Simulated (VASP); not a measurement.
# GaGe in VASP: notebook, part 2 of 2

VASP 6.6.1.

## Step 3: Single point, PBEsol (strain -0.050 along x and y, -0.025 along z)

INCAR reads:

```
SYSTEM = GaGe
PREC = Accurate
ENCUT = 520
EDIFF = 1E-6
ISMEAR = 0
SIGMA = 0.15
LREAL = .FALSE.
LASPH = .TRUE.
NELM = 60
ALGO = Normal
ISIF = 2
LWAVE = .FALSE.
LCHARG = .FALSE.
GGA = PS
NBANDS = 20
```

KPOINTS reads:

```
regular mesh
0
G
  14 14 14
  0 0 0
```

POSCAR reads:

```
GaGe
1.0
    0.0000000000      2.7529518000      2.8253979000
    2.7529518000      0.0000000000      2.8253979000
    2.7529518000      2.7529518000      0.0000000000
Ga Ge
1 1
Direct
    0.7500000000      0.7500000000      0.7500000000
    0.0000000000      0.0000000000      0.0000000000
```

Potentials or basis: VASP PAW PBE potentials, release 64 (Ga_d, Ge_d).

Command:

```sh
$ cat potpaw_PBE.64/Ga_d/POTCAR potpaw_PBE.64/Ge_d/POTCAR > POTCAR
$ mpirun -np 1 vasp_std > vasp.out
```

OUTCAR:

```text
SYSTEM = GaGe
   PREC = Accurate
   ENCUT = 520
   EDIFF = 1E-6
   ISMEAR = 0
   LREAL = .FALSE.
   LASPH = .TRUE.
   NELM = 60
   ISIF = 2
   GGA = PS

 ion  position               nearest neighbor table
   1  0.750  0.750  0.750-   2 2.41   2 2.41   2 2.41   2 2.41
   2  0.000  0.000  0.000-   1 2.41   1 2.41   1 2.41   1 2.41

  LATTYP: Found a body centered tetragonal cell.
 ALAT       =     3.8932617721
 C/A-ratio  =     1.4514297088

  Lattice vectors:

 A1 = (  -2.7529518000,   0.0000000000,   2.8253979000)
[... 190 lines left out ...]
      4     -19.9398      2.00000
      5     -19.9333      2.00000
      6     -10.4870      2.00000
[... 541 lines left out ...]
     19      13.6490      0.00000
     20      15.1087      0.00000

 [... further k-points ...]
[... 5 lines left out ...]
  --------------------------------------------------------------------------------------
  -------------------------------------------------------------------------------------
  Total        1.3803013      1.3803013      1.4978493      0.0000000      0.0000000     -0.0000000
  in kB       51.6389810     51.6389810     56.0366112      0.0000000      0.0000000     -0.0000000
  external PRESSURE =      53.1048577 kB  Pullay stress =       0.0000000 kB

 VOLUME and BASIS-vectors are now :
 -----------------------------------------------------------------------------
  energy-cutoff  :      520.00
  volume of cell :       42.83
      direct lattice vectors                 reciprocal lattice vectors
     0.000000000  2.752951800  2.825397900    -0.181623231  0.181623231  0.176966225
     2.752951800  0.000000000  2.825397900     0.181623231 -0.181623231  0.176966225
     2.752951800  2.752951800  0.000000000     0.181623231  0.181623231 -0.176966225

 POSITION                                       TOTAL-FORCE (eV/Angst)
 -----------------------------------------------------------------------------------
      4.12943      4.12943      4.23810         0.000000      0.000000     -0.000000
      0.00000      0.00000      0.00000        -0.000000     -0.000000      0.000000
 -----------------------------------------------------------------------------------
    total drift:                               -0.000003     -0.000003      0.000002

  FREE ENERGIE OF THE ION-ELECTRON SYSTEM (eV)
  ---------------------------------------------------
  free  energy   TOTEN  =        -7.8642819893 eV

  energy  without entropy=       -7.8520642895  energy(sigma->0) =       -7.85817314
```

OSZICAR:

```text
N       E                     dE             d eps       ncg     rms          rms(c)
DAV:   1     0.160388975639E+03    0.16039E+03   -0.13743E+04 10400   0.311E+03
DAV:   2     0.148766609153E+02   -0.14551E+03   -0.14181E+03  9828   0.530E+02
DAV:   3    -0.730437293570E+01   -0.22181E+02   -0.22064E+02 11004   0.135E+02
DAV:   4    -0.796084872621E+01   -0.65648E+00   -0.65580E+00 11260   0.252E+01
DAV:   5    -0.797162155679E+01   -0.10773E-01   -0.10772E-01 11008   0.353E+00    0.261E+00
DAV:   6    -0.788917874640E+01    0.82443E-01   -0.11147E-01 11600   0.576E+00    0.143E+00
DAV:   7    -0.786504754566E+01    0.24131E-01   -0.36951E-02 13168   0.248E+00    0.280E-01
DAV:   8    -0.786418663743E+01    0.86091E-03   -0.66960E-03 10588   0.973E-01    0.645E-02
DAV:   9    -0.786426926322E+01   -0.82626E-04   -0.34235E-04 11100   0.246E-01    0.273E-02
DAV:  10    -0.786428103890E+01   -0.11776E-04   -0.43311E-05 11032   0.677E-02    0.627E-03
DAV:  11    -0.786428198933E+01   -0.95043E-06   -0.40164E-06 10484   0.240E-02
   1 F= -.78642820E+01 E0= -.78581731E+01  d E =-.122177E-01
```

stdout:

```text
POSCAR found type information on POSCAR GaGe
 POSCAR found :  2 types and       2 ions
 scaLAPACK will be used
 -----------------------------------------------------------------------------
|                                                                             |
|                                                                             |
|     You enforced a specific xc type in the INCAR file but a different       |
|     I HOPE YOU KNOW WHAT YOU ARE DOING!                                     |
|                                                                             |
 -----------------------------------------------------------------------------

 LDA part: xc-table for (Slater+PW92), standard interpolation
 POSCAR, INCAR and KPOINTS ok, starting setup
 FFT: planning ... GRIDC
 FFT: planning ... GRID_SOFT
 FFT: planning ... GRID
 WAVECAR not read
 entering main loop
```

Wall time 6 min (1 thread of AMD EPYC 7R13, shared host); peak memory 0.3 GiB.

What came out:

```yaml
Free_energy: -7.8643 eV
Pressure: 5.3 GPa
```

Levels at points of the mesh, in eV from the Fermi level:
```csv
k point,band 10,band 11,band 12,band 13,band 14,band 15,band 16,band 17,band 18,band 19
"(0.00, 0.00, 0.00)",-14.28,-11.27,1.88,2.06,2.06,3.37,4.65,4.65,4.74,8.17
"(0.50, 0.00, 0.00)",-14.28,-8.93,-5.81,0.35,0.61,2.69,5.57,5.76,8.39,12.52
"(0.50, 0.50, 0.00)",-14.27,-7.78,-6.23,-1.29,-1.29,2.47,2.69,12.32,12.32,13.62
"(0.50, 0.00, 0.50)",-14.27,-7.64,-6.06,-1.50,-1.48,2.27,2.44,12.20,12.32,13.71
```

Caveat: the cell differs from its parent crystal (strain -0.050 along x and y, -0.025 along z); the PAW data sets were made with another functional, which shifts forces and pressure a little.

## Step 4: Single point, PBEsol (strain -0.050 along x and y, +0.000 along z)

INCAR reads:

```
ALGO     = Normal         # electronic algorithm
EDIFF    = 1E-7           # SCF threshold, eV
ENCUT    = 520            # plane-wave cutoff, eV
GGA      = PS             # functional
ISIF     = 2              # what is computed and relaxed
ISMEAR   = 0              # smearing method
LASPH    = T              # aspherical terms in the spheres
LCHARG   = F              # write CHGCAR
LREAL    = F              # projectors in reciprocal space
LWAVE    = F              # write WAVECAR
NBANDS   = 20             # bands
NELM     = 100            # most SCF steps
PREC     = Accurate       # precision mode
SIGMA    = 0.15           # smearing width, eV
```

KPOINTS reads:

```
k-points
0
Gamma
  14 14 14
```

POSCAR reads:

```
GaGe
1.0
    0.0000000000      2.7529518000      2.8978440000
    2.7529518000      0.0000000000      2.8978440000
    2.7529518000      2.7529518000      0.0000000000
Ga Ge
1 1
Direct
    0.7500000000      0.7500000000      0.7500000000
    0.0000000000      0.0000000000      0.0000000000
```

Command:

```sh
$ cat potpaw_PBE.64/Ga_d/POTCAR potpaw_PBE.64/Ge_d/POTCAR > POTCAR
$ mpirun -np 1 vasp_std > vasp.out
```

It took 7.2 min on 1 thread of AMD EPYC 7R13, shared host; peak memory 0.31 GiB.

Results (log left out):

* Free energy: -7.8956 eV
* Pressure: 3.2 GPa

Stress tensor (GPa, compression positive):
```
2.97 0.00 0.00
0.00 2.97 0.00
0.00 0.00 3.64
```

Levels at points of the mesh, in eV from the Fermi level:
```tsv
k point	band 12	band 13	band 14	band 15	band 16	band 17
(0.00, 0.00, 0.00)	1.69	2.07	2.07	3.09	4.58	4.58
(0.50, 0.00, 0.00)	-5.70	0.22	0.73	2.51	5.48	5.80
(0.50, 0.50, 0.00)	-6.26	-1.12	-1.12	2.61	2.82	12.05
(0.50, 0.00, 0.50)	-5.93	-1.52	-1.48	2.20	2.36	11.75
```

Caveat: the cell differs from its parent crystal (strain -0.050 along x and y, +0.000 along z); the PAW data sets were made with another functional, which shifts forces and pressure a little.

## Step 5: The runs side by side

```tsv
cell	gap on the mesh (eV)	pressure (GPa)
a = 3.893 Å, angles 60.0°, 2 atoms	none	7.5
a = 3.945, b = 3.945, c = 3.893 Å, angles 60.4, 60.4, 59.1°, 2 atoms	none	5.3
a = 3.997, b = 3.997, c = 3.893 Å, angles 60.9, 60.9, 58.3°, 2 atoms	none	3.2
```

Alike in all rows: task single point; level PBEsol; potentials or basis VASP PAW PBE potentials, release 64 (Ga_d, Ge_d); no spin polarisation; k mesh 14 × 14 × 14; cutoff (eV) 520; smearing gaussian 0.15 eV.

Caveats: the PAW data sets were made with another functional, which shifts forces and pressure a little.

Absolute energies hang on the potentials; compare differences alone.
